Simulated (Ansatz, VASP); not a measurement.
One calculation of Al3Au, two programs

File INCAR:

```
SYSTEM = Al3Au
ALGO     = Normal         ! electronic algorithm
EDIFF    = 1E-7           ! SCF threshold, eV
ENCUT    = 520            ! plane-wave cutoff, eV
GGA      = CA             ! functional
ISIF     = 2              ! what is computed and relaxed
ISMEAR   = -1             ! smearing method
LASPH    = .True.         ! aspherical terms in the spheres
LCHARG   = .False.        ! write CHGCAR
LREAL    = .False.        ! projectors in reciprocal space
LWAVE    = .False.        ! write WAVECAR
NBANDS   = 18             ! bands
NELM     = 60             ! most SCF steps
PREC     = Accurate       ! precision mode
SIGMA    = 0.05           ! smearing width, eV
```

The input KPOINTS:

```
k-points
0
Gamma
  9 9 9
  0 0 0
```

Contents of POSCAR:

```
Al3Au
1.0
   -2.0519851748      2.0519851748      4.1099824375
    2.0519851748     -2.0519851748      4.1099824375
    2.0519851748      2.0519851748     -4.1099824375
Au Al
1 3
Direct
    0.0000000000      0.0000000000      0.0000000000
    0.5000000000      0.5000000000      0.0000000000
    0.2500000000      0.7500000000      0.5000000000
    0.7500000000      0.2500000000      0.5000000000
```

The input input.yaml:

```yaml
crystal:
  lattice:
    - [-2.0519851748, 2.0519851748, 4.1099824375]
    - [2.0519851748, -2.0519851748, 4.1099824375]
    - [2.0519851748, 2.0519851748, -4.1099824375]
  atoms:
    - { symbol: Au, position: [0.0, 0.0, 0.0] }
    - { symbol: Al, position: [0.5, 0.5, 0.0] }
    - { symbol: Al, position: [0.25, 0.75, 0.5] }
    - { symbol: Al, position: [0.75, 0.25, 0.5] }
hamiltonian:
  xc: lda
  pseudopotentials: { kind: paw }
kpoints:
  mp_grid: { grid: [9, 9, 9] }
scf:
  occupations: { method: fermi_dirac, width: 0.05 }
output:
  forces: true
  stress: true
  eigenvalues: true
  write_density: true
  write_potential: true
  elf: true
  volumetric_format: npy
```

Alike in both runs: task single point; functional LDA; k mesh 9 × 9 × 9; occupations fermi-dirac, width 0.05 eV; no spin polarisation.

|  | VASP | Ansatz |
| --- | --- | --- |
| version | VASP 6.6.1 | Ansatz 0.2.0 |
| potentials or method | VASP PAW LDA potentials, release 64 (Au, Al) | Ansatz PAW |
| plane-wave cutoff (eV) | 520 | 420 |
| valence electrons in the cell | 20 | 28 |

Ansatz gave:

| Item | Value |
| --- | --- |
| gap on the k mesh at the Fermi level (eV) | none |
| pressure (GPa) | -7.9 |
| traceless stress, the component that is largest in VASP (GPa) | -0.26 |

Problem. What did VASP give for the same quantities?

Solution. gap on the k mesh at the Fermi level (eV): none; pressure (GPa): -7.8; traceless stress, the component that is largest in VASP (GPa): -0.27.

LDA's correlation is that of Perdew and Zunger in VASP and of Perdew and Wang (1992) in Ansatz. A gap of «none» marks a metal or a gap that the smearing closes. VASP's potentials hold 20 valence electrons a cell and Ansatz's 28, so a difference there can come from the potentials and not from the codes.

Spin-orbit coupling is off throughout.
